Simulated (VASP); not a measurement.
Input of a VASP 6.6.1 run:

The input POSCAR:

```
BP
1.0
    0.0000000000      2.3022908167      2.2002188101
    2.3022908167      0.0000000000      2.2002188101
    2.3022908167      2.3022908167      0.0000000000
B P
1 1
Direct
    0.0000000000      0.0000000000      0.0000000000
    0.7500000000      0.7500000000      0.7500000000
```

Contents of INCAR.step1:

```
PREC     = Accurate       # precision mode
ENCUT    = 520            # plane-wave cutoff, eV
ISMEAR   = 0              # smearing method
SIGMA    = 0.05           # smearing width, eV
LREAL    = False          # projectors in reciprocal space
LASPH    = True           # aspherical terms in the spheres
NELM     = 60             # most SCF steps
NBANDS   = 11             # bands
GGA      = PE             # functional
ALGO     = Normal         # electronic algorithm
EDIFF    = 1E-4           # SCF threshold, eV
LWAVE    = True           # write WAVECAR
LCHARG   = False          # write CHGCAR
```

File INCAR.step2:

```
PREC     = Accurate       # precision mode
ENCUT    = 520            # plane-wave cutoff, eV
EDIFF    = 1E-6           # SCF threshold, eV
ISMEAR   = 0              # smearing method
SIGMA    = 0.05           # smearing width, eV
LREAL    = False          # projectors in reciprocal space
LASPH    = True           # aspherical terms in the spheres
NELM     = 60             # most SCF steps
ALGO     = Normal         # electronic algorithm
ISIF     = 2              # what is computed and relaxed
LWAVE    = False          # write WAVECAR
LCHARG   = False          # write CHGCAR
METAGGA  = R2SCAN         # meta-GGA
LMIXTAU  = True         
NBANDS   = 11             # bands
ISTART   = 1
```

KPOINTS

```
Automatic mesh
0
Gamma
  10 10 10
```

Potentials or basis: VASP PAW PBE potentials, release 64 (B, P).

The run is started by

```console
$ cat potpaw_PBE.64/B/POTCAR potpaw_PBE.64/P/POTCAR > POTCAR
$ cp INCAR.step1 INCAR
$ mpirun -np 1 vasp_std > vasp.out
$ cp INCAR.step2 INCAR
$ mpirun -np 1 vasp_std > vasp.out
```

(1) Predict the pressure.

(2) What does it give for the band gap on the k mesh?

## Answers

(1) -0.4 GPa.

(2) 0.73 eV, indirect (least direct gap 3.16 eV).

Caveat: the cell differs from its parent crystal (strain +0.015 along x and y, -0.030 along z); the PAW data sets were made with another functional, which shifts forces and pressure a little.
